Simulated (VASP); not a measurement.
**Si8C7 (a cell with a defect): single point with PBE**

The system is Si8C7 (a cell with a defect).

```
Si C
1.0
    -3.07600   -5.32779    0.00000
     4.61400   -2.66389    0.00000
     0.00000    0.00000    5.04800
Si C
8 7
Direct
  0.49926 0.66640 0.99981
  0.49928 0.33105 0.50760
  0.21300 0.17732 0.00467
  0.24635 0.83763 0.49951
  0.99913 0.62815 0.97886
  0.99936 0.34947 0.53436
  0.78574 0.17761 0.00478
  0.75229 0.83764 0.49958
  0.49933 0.66929 0.37686
  0.49916 0.33112 0.88381
  0.24980 0.17003 0.38522
  0.24463 0.82748 0.87569
  0.99933 0.67307 0.36284
  0.74886 0.17010 0.38535
  0.75383 0.82766 0.87574
```

```
Program                : VASP 6.6.1
Task                   : single point
Functional             : PBE
Potentials or basis    : VASP PAW PBE potentials, release 64 (Si, C)
Cutoff                 : 520 eV
k mesh                 : 2 × 2 × 2
Occupations            : gaussian, width 0.02 eV
Spin                   : no spin polarisation
Dipole correction      : no
Charge                 : -2
Further INCAR settings : ALGO = Normal; EDIFF = 1e-06; NBANDS = 43; NELECT = 62.0
```

* Largest force: 0.011 eV/Å

Forces in eV/Å, atoms in the order of the input:
```
Si   0.003 -0.001  0.004
Si   0.000 -0.003 -0.011
Si  -0.003 -0.001  0.002
Si   0.006  0.007  0.004
Si   0.003 -0.002  0.000
Si  -0.006  0.005 -0.003
Si   0.000  0.005  0.001
Si   0.000 -0.009  0.001
C    0.001  0.000 -0.001
C    0.005 -0.005 -0.009
C    0.004  0.001  0.004
C   -0.008 -0.007 -0.001
C   -0.003  0.004  0.007
C   -0.001 -0.003  0.002
C    0.000  0.008 -0.001
```

Levels at points of the mesh, in eV from the Fermi level:
```
           k point  band 27  band 28  band 29  band 30  band 31  band 32  band 33  band 34  band 35  band 36
(0.00, 0.00, 0.00)    -2.87    -2.55    -2.21    -0.36     0.53     0.99     1.04     1.56     1.58     2.91
(0.50, 0.00, 0.00)    -2.71    -2.52    -2.38    -1.12    -0.39     0.14     0.84     1.24     3.88     3.93
(0.00, 0.50, 0.00)    -2.69    -2.67    -2.27    -0.67    -0.09     0.79     1.22     1.58     2.10     2.43
(0.50, 0.50, 0.00)    -3.33    -3.04    -3.00    -0.54    -0.45    -0.37     2.39     2.61     2.93     3.16
(0.00, 0.00, 0.50)    -3.17    -2.49    -2.42    -0.41     0.24     1.11     1.36     1.96     2.95     3.07
(0.50, 0.00, 0.50)    -3.55    -3.20    -3.19    -1.17    -0.58     0.10     2.60     2.96     3.14     3.59
(0.00, 0.50, 0.50)    -3.56    -3.29    -3.23    -0.95    -0.39     0.51     1.24     1.47     1.99     2.02
(0.50, 0.50, 0.50)    -4.01    -3.79    -3.63    -1.31    -1.11    -0.70     2.68     2.70     2.93     2.98
```

Wall time 42 s on 1 thread of Intel(R) Xeon(R) Platinum 8488C (Sapphire Rapids), on a shared host, peak memory 0.27 GiB.

Caveat: the k points lie up to 0.62 Å⁻¹ apart; the cell carries a net charge on a neutralising background, which shifts energy and pressure; the cell is charged against a uniform background, so pressure and absolute levels hang on convention.
